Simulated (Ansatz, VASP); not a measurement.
**In in VASP and in Ansatz**

INCAR

```
SYSTEM = In
ALGO = Fast
EDIFF = 1E-6
ENCUT = 520
GGA = PE
ISIF = 2
ISMEAR = 0
LASPH = .TRUE.
LCHARG = .FALSE.
LREAL = .FALSE.
LWAVE = .FALSE.
NBANDS = 12
NELM = 100
PREC = Accurate
SIGMA = 0.15
```

Contents of KPOINTS:

```
k-points
0
G
  20 20 20
  0 0 0
```

File POSCAR:

```
In
1.0
   -1.6200519375      1.6200519375      2.4739500000
    1.6200519375     -1.6200519375      2.4739500000
    1.6322480625      1.6322480625     -2.4739500000
In
1
Direct
    0.0000000000      0.0000000000      0.0000000000
```

Input for Ansatz:

```yaml
crystal:
  lattice:
    - [-1.6200519375, 1.6200519375, 2.47395]
    - [1.6200519375, -1.6200519375, 2.47395]
    - [1.6322480625, 1.6322480625, -2.47395]
  atoms:
    - { symbol: In, position: [0.0, 0.0, 0.0] }
basis:
  ecutwfc: 420
kpoints:
  mp_grid: { grid: [20, 20, 20] }
hamiltonian:
  xc: pbe
scf:
  occupations: { method: gaussian, width: 0.15 }
output:
  forces: true
  stress: true
  eigenvalues: true
```

Change from the starting cell: strain +0.0075 x Voigt [0, 0, 0, 0, 0, 1], atoms carried along.

Alike in both runs: task single point; functional PBE; k mesh 20 × 20 × 20; occupations gaussian, width 0.15 eV; no spin polarisation.

|  | VASP | Ansatz |
| --- | --- | --- |
| version | VASP 6.6.1 | Ansatz 0.2.0 |
| potentials or method | VASP PAW PBE potentials, release 64 (In_d), cutoff 520 eV | scalar-relativistic, plane waves, PAW |
| valence electrons in the cell | 13 | 13 |

Ansatz gave:

* gap on the k mesh at the Fermi level (eV): none
* pressure (GPa): 2.0
* traceless stress, the component that is largest in VASP (GPa): -0.21

Q: What did VASP give for the same quantities?

A: gap on the k mesh at the Fermi level (eV): none; pressure (GPa): 1.9; traceless stress, the component that is largest in VASP (GPa): -0.21.

A gap of «none» marks a metal or a gap that the smearing closes.
